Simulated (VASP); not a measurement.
# Ti8O17 (a cell with a defect) in VASP: further runs, part 2 of 2

VASP 6.6.1. Earlier steps stand in the parts before.

## (4) Single point, PBE

File INCAR:

```
ALGO = Normal
EDIFF = 1E-6
ENCUT = 520
GGA = PE
GGA_COMPAT = False
ISIF = 2
ISMEAR = -1
LASPH = True
LCHARG = True
LELF = True
LREAL = False
LVHAR = True
LWAVE = False
NBANDS = 117
NELECT = 200.0
NELM = 120
PREC = Accurate
SIGMA = 0.01
```

File KPOINTS:

```
k-points
0
Gamma
  1 1 1
```

File POSCAR:

```
Ti8O17
1.0
    4.6435389800      4.6435389800      0.0000000000
   -4.6435389800      4.6435389800      0.0000000000
    0.0000000000      0.0000000000      5.9273749100
Ti O
8 17
Direct
    0.0296456002      0.5179130638     -0.0129762334
    0.5212359604      0.0292683017     -0.0443833913
    0.0225527341     -0.0419022002      0.1936077973
    0.4515829433      0.5442738848      0.2064224077
   -0.0310563776      0.4749281764      0.4674941339
    0.5164396186      0.0242891253      0.4559534433
    0.0132133057     -0.0104219002      0.7084530781
    0.5184598450      0.5136096650      0.7118765160
    0.1929650002      0.4201507747      0.2880776104
    0.7092055250     -0.0012633683      0.2440883227
    0.0162096195      0.1750318030      0.0078397268
    0.5302410533      0.7210267889     -0.0140045132
   -0.0749330417      0.7946166740     -0.0543640321
    0.4984443998      0.3138093610      0.0285816238
    0.3037522687      0.0295318938      0.2815472322
    0.7961946731      0.5069290923      0.2460919078
    0.2255118358      0.4966711833      0.7759588468
    0.7055368791      0.0288400723      0.7420713329
   -0.0157161381      0.1861359415      0.5051015071
    0.5017357472      0.7122930408      0.4987197613
    0.0070758532      0.7772278892      0.5130220454
    0.5154156152      0.3088501047      0.5144997653
    0.3052843975      0.0066468700      0.7645961440
    0.8098205951      0.4816183324      0.7602348541
    0.2001808328      0.7229499988      0.1381486767
```

On the command line:

```console
> cat potpaw_PBE.64/Ti_sv/POTCAR potpaw_PBE.64/O/POTCAR > POTCAR
> mpirun -np 1 vasp_gam > vasp.out
```

Wall time 45 s (1 thread of Intel Xeon 6975P-C (Granite Rapids), shared host); peak memory 0.31 GiB.

It converged, with:

```
Free energy   : -203.5912 eV
Largest force : 0.250 eV/Å
```

Forces on the atoms (eV/Å):
```
Ti   0.007 -0.049  0.018
Ti  -0.033 -0.189  0.160
Ti  -0.015  0.028  0.117
Ti   0.078  0.053  0.061
Ti   0.000 -0.036  0.149
Ti   0.070  0.050  0.142
Ti  -0.025 -0.081  0.068
Ti   0.004  0.004  0.088
O   -0.080  0.061  0.047
O    0.050  0.037 -0.076
O   -0.019  0.089 -0.024
O    0.058  0.093 -0.104
O    0.005 -0.044  0.000
O   -0.056 -0.049 -0.033
O   -0.074  0.007 -0.012
O   -0.077 -0.074 -0.123
O    0.027  0.015 -0.085
O    0.012  0.016 -0.024
O   -0.023 -0.052 -0.074
O   -0.027  0.073 -0.025
O    0.033 -0.075 -0.047
O    0.035  0.019 -0.067
O   -0.038 -0.081 -0.077
O    0.041 -0.013  0.019
O    0.048  0.200 -0.099
```

Levels at points of the mesh, in eV from the Fermi level:
```
           k point  band 96  band 97  band 98  band 99  band 100  band 101  band 102  band 103  band 104  band 105
(0.00, 0.00, 0.00)    -1.45    -1.20    -0.98    -0.93     -0.42      1.81      1.88      2.06      2.15      2.22
```

Caveat: the k points lie up to 1.06 Å⁻¹ apart; the cell carries a net charge on a neutralising background, which shifts energy and pressure; the cell is charged against a uniform background, so pressure and absolute levels hang on convention.

## (5) Single point, PBE

File INCAR:

```
SYSTEM = Ti8O17
ALGO = Normal ; EDIFF = 1E-6
ENCUT = 520 ; GGA = PE
GGA_COMPAT = .FALSE. ; ISIF = 2
ISMEAR = -1 ; LASPH = .TRUE.
LCHARG = .TRUE. ; LELF = .TRUE.
LREAL = .FALSE. ; LVHAR = .TRUE.
LWAVE = .FALSE. ; NBANDS = 117
NELM = 120 ; PREC = Accurate
SIGMA = 0.01
```

File KPOINTS:

```
k-points
0
G
  1 1 1
  0 0 0
```

File POSCAR:

```
Ti8O17
1.0
    4.6435389800      4.6435389800      0.0000000000
   -4.6435389800      4.6435389800      0.0000000000
    0.0000000000      0.0000000000      5.9273749100
Ti O
8 17
Direct
   -0.0143038648      0.4965341357     -0.0400838100
    0.5012982419      0.0138207209     -0.0314052024
    0.0002963267     -0.0026454224      0.2181912504
    0.5121407577      0.5119826111      0.2176079827
   -0.0000741600      0.5079899251      0.4738235147
    0.5031009808      0.0173283596      0.4713073950
   -0.0031489720      0.0128642441      0.7206900065
    0.4961157068      0.5142611645      0.7174565075
    0.1926643093      0.4211964123      0.2222111887
    0.7051718894      0.0116732102      0.2722077600
   -0.0153261263      0.2025981876      0.0168107137
    0.5083073913      0.7187956531      0.0214752510
   -0.0059188688      0.7927243610      0.0221318751
    0.5160328288      0.3094036553      0.0157606653
    0.2920285390      0.0086097999      0.2761881784
    0.8018723527      0.5116459737      0.2637740906
    0.2053252998      0.5074739330      0.7804924833
    0.7029797695      0.0207673535      0.7688430093
   -0.0007054305      0.2158255579      0.5238251841
    0.5226516371      0.7307390996      0.5429051043
   -0.0164336859      0.8038114346      0.5318174840
    0.4938918480      0.3141809170      0.5106182286
    0.2917431950      0.0139946018      0.7781795905
    0.7960903094      0.4993488811      0.7458923240
    0.2417653424      0.6131305401      0.3333302050
```

Potentials or basis: VASP PAW PBE potentials, release 64 (Ti_sv, O).

On the command line:

```console
> cat potpaw_PBE.64/Ti_sv/POTCAR potpaw_PBE.64/O/POTCAR > POTCAR
> mpirun -np 1 vasp_gam > vasp.out
```

OUTCAR:

```text
SYSTEM = Ti8O17
   EDIFF = 1E-6
   ENCUT = 520
   GGA = PE
   ISIF = 2
   ISMEAR = -1
   LASPH = .TRUE.
   LREAL = .FALSE.
   NELM = 120
   PREC = Accurate

 ion  position               nearest neighbor table
   1  0.986  0.497  0.960-  24 1.78  17 1.79  11 1.96  13 1.98   9 2.12  16 2.17   5 2.88
   2  0.501  0.014  0.969-  18 1.78  23 1.78  12 1.96  14 1.96  10 2.24  15 2.28
   3  0.000  0.997  0.218-  13 1.78  11 1.80  15 1.95  10 1.97  21 2.25  19 2.31
   4  0.512  0.512  0.218-  12 1.79  14 1.79  16 1.92  25 2.02  22 2.17   9 2.18  20 2.41
   5  1.000  0.508  0.474-  16 1.80  25 1.92  19 1.94  21 1.98   9 2.04  24 2.10  17 2.26   1 2.88

   6  0.503  0.017  0.471-  10 1.78  15 1.81  20 1.93  22 1.96  18 2.20  23 2.29
   7  0.997  0.013  0.721-  19 1.77  21 1.77  18 1.95  23 1.97  11 2.15  13 2.30
   8  0.496  0.514  0.717-  20 1.77  22 1.80  17 1.95  24 1.98  14 2.23  12 2.25
   9  0.193  0.421  0.222-  25 1.46   5 2.04   1 2.12   4 2.18
  10  0.705  0.012  0.272-   6 1.78   3 1.97   2 2.24
  11  0.985  0.203  0.017-   3 1.80   1 1.96   7 2.15
  12  0.508  0.719  0.021-   4 1.79   2 1.96   8 2.25
  13  0.994  0.793  0.022-   3 1.78   1 1.98   7 2.30
  14  0.516  0.309  0.016-   4 1.79   2 1.96   8 2.23
  15  0.292  0.009  0.276-   6 1.81   3 1.95   2 2.28
[... 8 lines left out ...]
  24  0.796  0.499  0.746-   1 1.78   8 1.98   5 2.10
  25  0.242  0.613  0.333-   9 1.46   5 1.92   4 2.02

  LATTYP: Found a simple tetragonal cell.
 ALAT       =     6.5669558029
 C/A-ratio  =     0.9026061828

  Lattice vectors:

 A1 = (   4.6435389800,   4.6435389800,   0.0000000000)
 A2 = (  -4.6435389800,   4.6435389800,   0.0000000000)
 A3 = (   0.0000000000,   0.0000000000,   5.9273749100)

Analysis of symmetry for initial positions (statically):
=====================================================================
 Subroutine PRICEL returns:
 Original cell was already a primitive cell.

 Routine SETGRP: Setting up the symmetry group for a
 simple tetragonal supercell.

 Subroutine GETGRP returns: Found  1 space group operations
 (whereof  1 operations were pure point group operations)
 out of a pool of 16 trial point group operations.
[... 162 lines left out ...]
   GGA     = PE    functional components
   LHFCALC =     F    Hartree Fock is set to
   AEXX    =    0.0000 exact exchange contribution
   IVDW    =     0    specifies the selected vdW correction
   LEPSILON=     F    determine dielectric tensor
   LRPA    =     F    only Hartree local field effects (RPA)
 non-spin polarized calculation
  energy-cutoff  :      520.00
  volume of cell :      255.62
 maximum number of plane-waves:      3432
 NGX is ok and might be reduce to    50
   NGX = 25   NGY = 25   NGZ = 23

 number of electron     197.9999997 magnetization

 Free energy of the ion-electron system (eV)
  ---------------------------------------------------
  ext. energy  EPLUGINS =         0.00000000
  ---------------------------------------------------
  free energy    TOTEN  =      -216.51105006 eV

  energy without entropy =     -216.51105006  energy(sigma->0) =     -216.51105006

 E-fermi :   5.0279     XC(G=0): -11.4308

 val. band max:        4.7171378306   @ k =   0.0000   0.0000   0.0000
 cond. band min:       7.2460796892   @ k =   0.0000   0.0000   0.0000
 fundamental gap:      2.5289418585
 Fermi energy:         5.0278598201

 k-point     1 :       0.0000    0.0000    0.0000
  band No.  band energies     occupation
      1     -51.9126      2.00000
      2     -51.7478      2.00000
      3     -51.6143      2.00000
      4     -51.6070      2.00000
      5     -51.5802      2.00000
      6     -51.5616      2.00000
[... 103 lines left out ...]
    110       8.3851      0.00000
    111       8.4641      0.00000
 [bands above 111 left out]

------------------------ aborting loop because EDIFF is reached ----------------------------------------

  FORCE on cell =-STRESS in cart. coord.  units (eV):
  Direction    XX          YY          ZZ          XY          YZ          ZX
  --------------------------------------------------------------------------------------
  -------------------------------------------------------------------------------------
  Total       14.2393145     16.0461541     27.6367430      2.8278609      3.2491752     -0.9114502
  in kB       89.2501756    100.5752122    173.2235197     17.7246653     20.3654084     -5.7128514
  external PRESSURE =     121.0163025 kB  Pullay stress =       0.0000000 kB

 VOLUME and BASIS-vectors are now :
 -----------------------------------------------------------------------------
  energy-cutoff  :      520.00
  volume of cell :      255.62
      direct lattice vectors                 reciprocal lattice vectors
     4.643538980  4.643538980  0.000000000     0.107676495  0.107676495  0.000000000
    -4.643538980  4.643538980  0.000000000    -0.107676495  0.107676495  0.000000000
     0.000000000  0.000000000  5.927374910     0.000000000  0.000000000  0.168708748

 POSITION                                       TOTAL-FORCE (eV/Angst)
 -----------------------------------------------------------------------------------
      2.27144      6.88279      5.68978         0.001378     -0.004314      0.108341
      2.26362      2.39197      5.74122         0.000609     -0.007024      0.126501
     -4.62988      4.63263      1.29330        -0.003281      0.012224      0.120671
      0.00073      4.75556      1.28984         0.013512      0.014026      0.106696
      2.28432      7.00207      2.80853         0.001258     -0.025968      0.097850
      2.25570      2.41663      2.79362        -0.023476     -0.008769      0.105830
[... 17 lines left out ...]
      1.37793      6.01542      4.42118        -0.040276     -0.037165     -0.059756
     -1.72445      3.96974      1.97577        -0.140767      0.287692      0.120982
 -----------------------------------------------------------------------------------
    total drift:                                0.000173      0.000623      0.003131

  FREE ENERGIE OF THE ION-ELECTRON SYSTEM (eV)
  ---------------------------------------------------
  free  energy   TOTEN  =      -216.5110500631 eV

  energy  without entropy=     -216.5110500631  energy(sigma->0) =     -216.51105006
```

OSZICAR:

```text
N       E                     dE             d eps       ncg     rms          rms(c)
DAV:   1     0.402210145045E+04    0.40221E+04   -0.11210E+05   234   0.216E+03
DAV:   2     0.776702630657E+03   -0.32454E+04   -0.31288E+04   234   0.691E+02
DAV:   3    -0.160940473280E+03   -0.93764E+03   -0.89915E+03   298   0.296E+02
DAV:   4    -0.274767990322E+03   -0.11383E+03   -0.11345E+03   340   0.110E+02
DAV:   5    -0.281135182881E+03   -0.63672E+01   -0.63644E+01   372   0.249E+01    0.676E+01
DAV:   6    -0.219130778670E+03    0.62004E+02   -0.44201E+02   351   0.104E+02    0.277E+01
DAV:   7    -0.217455853224E+03    0.16749E+01   -0.91872E+01   348   0.396E+01    0.180E+01
DAV:   8    -0.217198317896E+03    0.25754E+00   -0.18672E+01   348   0.214E+01    0.803E+00
DAV:   9    -0.216483501635E+03    0.71482E+00   -0.58984E+00   324   0.117E+01    0.223E+00
DAV:  10    -0.216498963784E+03   -0.15462E-01   -0.33757E-01   356   0.382E+00    0.124E+00
DAV:  11    -0.216511774766E+03   -0.12811E-01   -0.11320E-01   332   0.162E+00    0.401E-01
DAV:  12    -0.216511100183E+03    0.67458E-03   -0.14678E-02   348   0.629E-01    0.154E-01
DAV:  13    -0.216511140001E+03   -0.39818E-04   -0.18036E-03   340   0.248E-01    0.970E-02
DAV:  14    -0.216511074613E+03    0.65388E-04   -0.44792E-04   348   0.126E-01    0.560E-02
DAV:  15    -0.216511048992E+03    0.25621E-04   -0.19394E-04   340   0.648E-02    0.176E-02
DAV:  16    -0.216511049797E+03   -0.80473E-06   -0.32080E-05   348   0.290E-02    0.119E-02
DAV:  17    -0.216511050063E+03   -0.26585E-06   -0.93212E-06   308   0.159E-02
   1 F= -.21651105E+03 E0= -.21651105E+03  d E =-.205109E-13
```

stdout:

```text
POSCAR found type information on POSCAR TiO
 POSCAR found :  2 types and      25 ions
 scaLAPACK will be used
 -----------------------------------------------------------------------------
|                                                                             |
|                                                                             |
|     You have a (more or less) 'large supercell' and for larger cells it     |
|     might be more efficient to use real-space projection operators.         |
|     Therefore, try LREAL= Auto in the INCAR file.                           |
|     Mind: For very accurate calculation, you might also keep the            |
|     reciprocal projection scheme (i.e. LREAL=.FALSE.).                      |
|                                                                             |
 -----------------------------------------------------------------------------

 LDA part: xc-table for (Slater+PW92), standard interpolation
 POSCAR, INCAR and KPOINTS ok, starting setup
 FFT: planning ... GRIDC
 FFT: planning ... GRID_SOFT
 FFT: planning ... GRID
 WAVECAR not read
 entering main loop
```

Wall time 38 s (1 thread of Intel Xeon 6975P-C (Granite Rapids), shared host); peak memory 0.31 GiB.

Results:

* Free energy: -216.5111 eV
* Pressure: 12.1 GPa
* Largest force: 0.342 eV/Å

Forces on the atoms (eV/Å):
```
Ti   0.001 -0.004  0.108
Ti   0.001 -0.007  0.127
Ti  -0.003  0.012  0.121
Ti   0.014  0.014  0.107
Ti   0.001 -0.026  0.098
Ti  -0.023 -0.009  0.106
Ti   0.009 -0.007  0.115
Ti   0.013 -0.011  0.111
O    0.155 -0.237 -0.164
O    0.035  0.035 -0.066
O   -0.034  0.032 -0.049
O   -0.028  0.030 -0.056
O    0.037 -0.041 -0.066
O    0.029 -0.029 -0.058
O   -0.020 -0.018 -0.051
O   -0.030 -0.020 -0.049
O    0.025  0.026 -0.043
O    0.033  0.038 -0.061
O   -0.027  0.026 -0.060
O   -0.028  0.038 -0.056
O    0.029 -0.031 -0.057
O    0.026 -0.029 -0.057
O   -0.033 -0.032 -0.060
O   -0.040 -0.037 -0.060
O   -0.141  0.288  0.121
```

Caveat: the k points lie up to 1.06 Å⁻¹ apart.
